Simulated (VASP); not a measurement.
# BaTe in VASP: notebook, part 2 of 2

VASP 6.6.1. The steps go on from the part before.

### 3 Single point, r2SCAN (epitaxial 111 strain -1.3%)

Contents of POSCAR:

```
BaTe
1.0
    0.0607484546      3.5458013135      3.5458013135
    3.5458013135      0.0607484546      3.5458013135
    3.5458013135      3.5458013135      0.0607484546
Ba Te
1 1
Direct
    0.0000000000      0.0000000000      0.0000000000
    0.5000000000      0.5000000000      0.5000000000
```

Contents of INCAR.step1:

```
ALGO     = Normal         # electronic algorithm
EDIFF    = 1E-4           # SCF threshold, eV
ENCUT    = 520            # plane-wave cutoff, eV
GGA      = PE             # functional
ISMEAR   = 0              # smearing method
LASPH    = True           # aspherical terms in the spheres
LCHARG   = False          # write CHGCAR
LREAL    = False          # projectors in reciprocal space
LWAVE    = True           # write WAVECAR
NBANDS   = 15             # bands
NELM     = 60             # most SCF steps
PREC     = Accurate       # precision mode
SIGMA    = 0.01           # smearing width, eV
```

Contents of INCAR.step2:

```
ALGO     = Normal         # electronic algorithm
EDIFF    = 1E-6           # SCF threshold, eV
ENCUT    = 520            # plane-wave cutoff, eV
ISIF     = 2              # what is computed and relaxed
ISMEAR   = 0              # smearing method
ISTART   = 1            
LASPH    = True           # aspherical terms in the spheres
LCHARG   = False          # write CHGCAR
LMIXTAU  = True         
LREAL    = False          # projectors in reciprocal space
LWAVE    = False          # write WAVECAR
METAGGA  = R2SCAN         # meta-GGA
NBANDS   = 15             # bands
NELM     = 60             # most SCF steps
PREC     = Accurate       # precision mode
SIGMA    = 0.01           # smearing width, eV
```

Contents of KPOINTS:

```
k-points
0
Gamma
  6 6 6
```

Potentials or basis: VASP PAW PBE potentials, release 64 (Ba_sv, Te).

On the command line:

```console
$ cat potpaw_PBE.64/Ba_sv/POTCAR potpaw_PBE.64/Te/POTCAR > POTCAR
$ cp INCAR.step1 INCAR
$ mpirun -np 1 vasp_std > vasp.out
$ cp INCAR.step2 INCAR
$ mpirun -np 1 vasp_std > vasp.out
```

OUTCAR:

```text
EDIFF = 1E-6
   ENCUT = 520
   ISIF = 2
   ISMEAR = 0
   ISTART = 1
   LASPH = True
   LREAL = False
   METAGGA = R2SCAN
   NELM = 60
   PREC = Accurate

 ion  position               nearest neighbor table
   1  0.000  0.000  0.000-   2 3.52   2 3.52   2 3.52   2 3.52   2 3.52   2 3.52
   2  0.500  0.500  0.500-   1 3.52   1 3.52   1 3.52   1 3.52   1 3.52   1 3.52

  LATTYP: Found a trigonal (rhomboedric) cell.
 ALAT       =     5.0148882624
 COS(alpha) =     0.5170566199

  Lattice vectors:

 A1 = (   0.0607484546,   3.5458013135,   3.5458013135)
 A2 = (   3.5458013135,   0.0607484546,   3.5458013135)
 A3 = (   3.5458013135,   3.5458013135,   0.0607484546)

Analysis of symmetry for initial positions (statically):
=====================================================================
 Subroutine PRICEL returns:
 Original cell was already a primitive cell.

 Routine SETGRP: Setting up the symmetry group for a
 trigonal (rhombohedral) supercell.

 Subroutine GETGRP returns: Found 12 space group operations
 (whereof 12 operations were pure point group operations)
 out of a pool of 12 trial point group operations.

The static configuration has the point symmetry D_3d.

Analysis of symmetry for dynamics (positions and initial velocities):
=====================================================================
 Subroutine PRICEL returns:
 Original cell was already a primitive cell.

 Routine SETGRP: Setting up the symmetry group for a
 trigonal (rhombohedral) supercell.

 Subroutine GETGRP returns: Found 12 space group operations
 (whereof 12 operations were pure point group operations)
 out of a pool of 12 trial point group operations.

The dynamic configuration has the point symmetry D_3d.

 Subroutine INISYM returns: Found 12 space group operations
 (whereof 12 operations are pure point group operations),
 and found     1 'primitive' translations

----------------------------------------------------------------------------------------

                                     Primitive cell

  volume of cell :      86.8695

  direct lattice vectors                    reciprocal lattice vectors
     0.060748455  3.545801314  3.545801314    -0.144688407  0.142251287  0.142251287
     3.545801314  0.060748455  3.545801314     0.142251287 -0.144688407  0.142251287
     3.545801314  3.545801314  0.060748455     0.142251287  0.142251287 -0.144688407

  length of vectors
     5.014888262  5.014888262  5.014888262     0.247801518  0.247801518  0.247801518

  position of ions in fractional coordinates (direct lattice)
     0.000000000  0.000000000  0.000000000
     0.500000000  0.500000000  0.500000000

  ion indices of the primitive-cell ions
   primitive index   ion index
                 1           1
                 2           2

----------------------------------------------------------------------------------------

 KPOINTS: k-points

Automatic generation of k-mesh.
 Grid dimensions read from file:
 generate k-points for:    6    6    6

 Generating k-lattice:

  Cartesian coordinates                     Fractional coordinates (reciprocal lattice)
    -0.024114735  0.023708548  0.023708548     0.166666667  0.000000000  0.000000000
     0.023708548 -0.024114735  0.023708548     0.000000000  0.166666667  0.000000000
     0.023708548  0.023708548 -0.024114735     0.000000000  0.000000000  0.166666667

  Length of vectors
     0.041300253  0.041300253  0.041300253

  Shift w.r.t. Gamma in fractional coordinates (k-lattice)
     0.000000000  0.000000000  0.000000000

 Subroutine IBZKPT returns following result:
 ===========================================

 Found     32 irreducible k-points:

 Following reciprocal coordinates:
            Coordinates               Weight
  0.000000  0.000000  0.000000      1.000000
  0.166667  0.000000  0.000000      6.000000
  0.333333 -0.000000  0.000000      6.000000
  0.500000  0.000000  0.000000      3.000000
  0.166667  0.166667 -0.000000      6.000000
  0.333333  0.166667  0.000000     12.000000
[... 16 lines left out ...]
  0.500000  0.500000  0.166667      6.000000
 -0.333333  0.500000  0.166667     12.000000
 [... further k-points ...]
   k-points           NKPTS =     32   k-points in BZ     NKDIM =     32   number of bands    NBANDS=     15
   number of dos      NEDOS =    301   number of ions     NIONS =      2
   total plane-waves  NPLWV =  64000
   dimension x,y,z NGX =    40 NGY =   40 NGZ =   40
   dimension x,y,z NGXF=    80 NGYF=   80 NGZF=   80
   ions per type =               1   1
   NGX,Y,Z   is equivalent  to a cutoff of  13.26, 13.26, 13.26 a.u.
   NGXF,Y,Z  is equivalent  to a cutoff of  26.52, 26.52, 26.52 a.u.
 SYSTEM =  unknown system
   PREC   = accura    normal or accurate (medium, high low for compatibility)
   ISTART =      1    job   : 0-new  1-cont  2-samecut
   ICHARG =      0    charge: 1-file 2-atom 10-const
   ISPIN  =      1    spin polarized calculation?
   LNONCOLLINEAR =      F non collinear calculations
   LSORBIT =      F    spin-orbit coupling
   LASPH  =      T    aspherical Exc in radial PAW
   ENCUT  =  520.0 eV  38.22 Ry    6.18 a.u.   9.32  9.32  9.32*2*pi/ulx,y,z
   NELM   =     60;   NELMIN=  2; NELMDL=  0     # of ELM steps
   EDIFF  = 0.1E-05   stopping-criterion for ELM
   LREAL  =      F    real-space projection
   EDIFFG = 0.1E-04   stopping-criterion for IOM
   NSW    =      0    number of steps for IOM
   IBRION =     -1    ionic relax: 0-MD 1-quasi-New 2-CG
   NFREE  =      0    steps in history (QN), initial steepest desc. (CG)
   ISIF   =      2    stress and relaxation
   ISYM   =      2    0-nonsym 1-usesym 2-fastsym
   POTIM  = 0.5000    time-step for ionic-motion
   TEBEG  =    0.0;   TEEND  =   0.0 temperature during run
   PSTRESS=    0.0 pullay stress
   NELECT =      16.0000    total number of electrons
   NUPDOWN=      -1.0000    fix difference up-down
   EMIN   =  10.00;   EMAX   =-10.00  energy-range for DOS
   EFERMI =   0.00;   METHOD = LEGACY
   ISMEAR =     0;   SIGMA  =   0.01  broadening in eV -4-tet -1-fermi 0-gaus
   EFERMI_NEDOS =   21; number of points for ismear=-14 and -15
   IALGO  =     38    algorithm
   IMIX   =      4    mixing-type and parameters
     AMIX     =   0.40;   BMIX     =  1.00
     AMIX_MAG =   1.60;   BMIX_MAG =  1.00
  volume/ion in A,a.u.               =      43.43       293.11
  Fermi-wavevector in a.u.,A,eV,Ry     =   0.931449  1.760183 11.804371  0.867597
  Thomas-Fermi vector in A             =   2.057943
   LORBIT       =      0    0 simple, 1 ext, 2 COOP (PROOUT), +10 PAW based schemes
   METAGGA = R2SCAN    functional components
   LHFCALC =     F    Hartree Fock is set to
   AEXX    =    0.0000 exact exchange contribution
   IVDW    =     0    specifies the selected vdW correction
   LEPSILON=     F    determine dielectric tensor
   LRPA    =     F    only Hartree local field effects (RPA)
 non-spin polarized calculation
 Gauss-broadening in eV      SIGMA  =   0.01
  energy-cutoff  :      520.00
  volume of cell :       86.87
 maximum number of plane-waves:      2358
 NGX is ok and might be reduce to    40
   NGX = 19   NGY = 19   NGZ = 19

 number of electron      16.0000000 magnetization

 Free energy of the ion-electron system (eV)
  ---------------------------------------------------
  ext. energy  EPLUGINS =         0.00000000
  ---------------------------------------------------
  free energy    TOTEN  =       -56.02115770 eV

  energy without entropy =      -56.02115770  energy(sigma->0) =      -56.02115770

 E-fermi :   2.0715     XC(G=0):  -8.5757

 val. band max:        2.0168781280   @ k =   0.0000   0.0000   0.0000
 cond. band min:       3.8848175562   @ k =   0.5000   0.5000   0.0000
 fundamental gap:      1.8679394282
 Fermi energy:         2.0714909656

 k-point     1 :       0.0000    0.0000    0.0000
  band No.  band energies     occupation
      1     -25.8626      2.00000
      2     -10.5882      2.00000
      3     -10.5882      2.00000
      4     -10.5867      2.00000
      5      -7.8003      2.00000
      6       1.9266      2.00000
      7       2.0169      2.00000
      8       2.0169      2.00000
      9       5.1886      0.00000
     10       5.3901      0.00000
     11       5.3901      0.00000
     12       5.5473      0.00000
     13       6.0125      0.00000
     14       6.0125      0.00000
[... 401 lines left out ...]
      2     -10.7596      2.00000
      3     -10.7173      2.00000
      4     -10.6960      2.00000
      5      -7.4351      2.00000
      6       0.9197      2.00000
      7       0.9269      2.00000
      8       1.2468      2.00000
      9       4.9243      0.00000
     10       6.9755      0.00000
     11       7.2383      0.00000
     12       7.8307      0.00000
     13       8.2241      0.00000
     14       9.0850      0.00000
     15      10.6196      0.00000

 [... further k-points ...]
[... 5 lines left out ...]
  --------------------------------------------------------------------------------------
  -------------------------------------------------------------------------------------
  Total        0.4164070      0.4164070      0.4164070     -0.1163986     -0.1163986     -0.1163986
  in kB        7.6799967      7.6799967      7.6799967     -2.1467966     -2.1467966     -2.1467966
  external PRESSURE =       7.6799967 kB  Pullay stress =       0.0000000 kB

 VOLUME and BASIS-vectors are now :
 -----------------------------------------------------------------------------
  energy-cutoff  :      520.00
  volume of cell :       86.87
      direct lattice vectors                 reciprocal lattice vectors
     0.060748455  3.545801314  3.545801314    -0.144688407  0.142251287  0.142251287
     3.545801314  0.060748455  3.545801314     0.142251287 -0.144688407  0.142251287
     3.545801314  3.545801314  0.060748455     0.142251287  0.142251287 -0.144688407

 POSITION                                       TOTAL-FORCE (eV/Angst)
 -----------------------------------------------------------------------------------
      0.00000      0.00000      0.00000         0.000000      0.000000     -0.000000
      3.57618      3.57618      3.57618        -0.000000      0.000000      0.000000
 -----------------------------------------------------------------------------------
    total drift:                                0.000000     -0.000000     -0.000000

  FREE ENERGIE OF THE ION-ELECTRON SYSTEM (eV)
  ---------------------------------------------------
  free  energy   TOTEN  =       -56.0211577017 eV

  energy  without entropy=      -56.0211577017  energy(sigma->0) =      -56.02115770
```

It took 2.5 min on 1 thread of Intel Xeon 6975P-C, shared host; peak memory 0.27 GiB.

What came out:

| Item | Value |
| --- | --- |
| Free energy | -56.0212 eV |
| Pressure | 0.8 GPa |
| Band gap on the k mesh | 1.87 eV, indirect (least direct gap 2.25 eV) |

Stress tensor (GPa, compression positive):
```
 0.77 -0.21 -0.21
-0.21  0.77 -0.21
-0.21 -0.21  0.77
```

Caveat: the cell differs from its parent crystal (epitaxial 111 strain -1.3%); the PAW data sets were made with another functional, which shifts forces and pressure a little; spin-orbit coupling is left out, which moves the levels of the heavy elements.

### 4 Single point, HSE06 (biaxial xy strain +1.1%)

Contents of POSCAR:

```
BaTe
1.0
    0.0000000000      3.5719495752      3.5323868426
    3.5719495752      0.0000000000      3.5323868426
    3.5719495752      3.5719495752      0.0000000000
Ba Te
1 1
Direct
    0.0000000000      0.0000000000      0.0000000000
    0.5000000000      0.5000000000      0.5000000000
```

Contents of INCAR.step1:

```
PREC = Accurate
ENCUT = 520
EDIFF = 1E-5
ISMEAR = 0
SIGMA = 0.01
LREAL = F
LASPH = T
NELM = 60
ALGO = Normal
ISIF = 2
LWAVE = T
LCHARG = F
GGA = PE
NBANDS = 15
```

Contents of INCAR.step2:

```
PREC = Accurate
ENCUT = 520
EDIFF = 1E-6
ISMEAR = 0
SIGMA = 0.01
LREAL = F
LASPH = T
NELM = 60
ALGO = Normal
ISIF = 2
LWAVE = F
LCHARG = F
GGA = PE
LHFCALC = T
HFSCREEN = 0.2079
PRECFOCK = Normal
ISTART = 1
NBANDS = 15
```

Contents of KPOINTS:

```
regular mesh
0
Gamma
  4 4 4
```

On the command line:

```console
$ cat potpaw_PBE.64/Ba_sv/POTCAR potpaw_PBE.64/Te/POTCAR > POTCAR
$ cp INCAR.step1 INCAR
$ mpirun -np 1 vasp_std > vasp.out
$ cp INCAR.step2 INCAR
$ mpirun -np 1 vasp_std > vasp.out
```

Wall time 24 min (1 thread of Intel Xeon 6975P-C, shared host); peak memory 0.36 GiB.

Results (log left out):

```yaml
Free_energy: -9.7952 eV
Pressure: -0.6 GPa
Band_gap_on_the_k_mesh: 2.33 eV, indirect (least direct gap 2.76 eV)
```

Stress tensor (GPa, compression positive):
```
-0.86  0.00  0.00
 0.00 -0.86  0.00
 0.00  0.00 -0.24
```

Levels at points of the mesh, in eV from the valence-band top:
| k point | band 6 | band 7 | band 8 | band 9 | band 10 | band 11 |
| --- | --- | --- | --- | --- | --- | --- |
| (0.00, 0.00, 0.00) | -0.02 | -0.02 | 0.00 | 3.43 | 3.76 | 3.76 |
| (0.50, 0.00, 0.00) | -2.27 | -1.10 | -1.10 | 4.83 | 5.61 | 5.79 |
| (0.50, 0.50, 0.00) | -1.23 | -0.46 | -0.46 | 2.33 | 5.26 | 5.29 |
| (0.50, 0.00, 0.50) | -1.27 | -0.44 | -0.43 | 2.33 | 5.21 | 5.31 |

Caveat: the cell differs from its parent crystal (biaxial xy strain +1.1%); the PAW data sets were made with another functional, which shifts forces and pressure a little; spin-orbit coupling is left out, which moves the levels of the heavy elements. A k mesh can miss the band edges.

### 5 The runs side by side

```tsv
level	cell	k mesh	grid for exact exchange (PRECFOCK)	screening parameter	gap on the mesh (eV)	pressure (GPa)
r2SCAN	a = 5.024, b = 5.024, c = 5.051 Å, angles 59.8, 59.8, 60.4°, 2 atoms	6 × 6 × 6	-	-	1.96	-0.4
r2SCAN	a = 5.015 Å, angles 58.9°, 2 atoms	6 × 6 × 6	-	-	1.87	0.8
HSE06	a = 5.024, b = 5.024, c = 5.051 Å, angles 59.8, 59.8, 60.4°, 2 atoms	4 × 4 × 4	Normal	0.2079 1/Å	2.33	-0.6
```

Alike in all rows: task single point; potentials or basis VASP PAW PBE potentials, release 64 (Ba_sv, Te); no spin polarisation; cutoff (eV) 520; smearing gaussian 0.01 eV.

Caveats: the PAW data sets were made with another functional, which shifts forces and pressure a little; spin-orbit coupling is left out, which moves the levels of the heavy elements.

Total energies depend on the potentials used, so only differences within one code and one set of settings carry meaning.
